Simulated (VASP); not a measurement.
## BiN3: single point with r2SCAN

BiN3:

```
CELL_PARAMETERS angstrom
0.00000 2.81547 2.81547
2.81547 0.00000 2.81547
2.81547 2.81547 0.00000
ATOMIC_POSITIONS crystal
Bi 0.00000 0.00000 0.00000
N 0.50000 0.50000 0.50000
N 0.25000 0.25000 0.25000
N 0.75000 0.75000 0.75000
```

```json
{"Program": "VASP 6.6.1", "Task": "single point", "Functional": "r2SCAN", "Potentials or basis": "VASP PAW PBE potentials, release 64 (Bi_d, N)", "Cutoff": "660 eV", "k mesh": "6 × 6 × 6", "Occupations": "fermi-dirac, width 0.1 eV", "Spin": "no spin polarisation", "Dipole correction": "no", "Further INCAR settings": "ALGO = Normal; EDIFF = 1e-06; NBANDS = 23"}
```

| Quantity | Value |
| --- | --- |
| Pressure | 0.6 GPa |
| Band gap on the k mesh | zero (band 15 reaches 8.31 eV, above the bottom of band 16 at 6.60 eV) |

Levels at points of the mesh, in eV from the Fermi level:
```tsv
k point	band 12	band 13	band 14	band 15	band 16	band 17	band 18	band 19
(0.00, 0.00, 0.00)	-2.75	-2.68	-2.68	-2.68	-1.24	-1.24	-1.24	7.20
(0.50, 0.00, 0.00)	-3.55	-3.55	-2.01	-0.44	1.05	1.05	1.88	6.51
(0.50, 0.50, 0.00)	-1.19	-0.04	-0.04	0.10	0.86	0.86	0.95	6.90
```

It took 98 s on 1 thread of Intel(R) Xeon(R) Platinum 8259CL CPU @ 2.50GHz (Skylake/Cascade Lake), with other jobs on the host, peak memory 0.22 GiB.

Caveat: the PAW data sets were made with another functional, which shifts forces and pressure a little; spin-orbit coupling is left out, which moves the levels of the heavy elements.
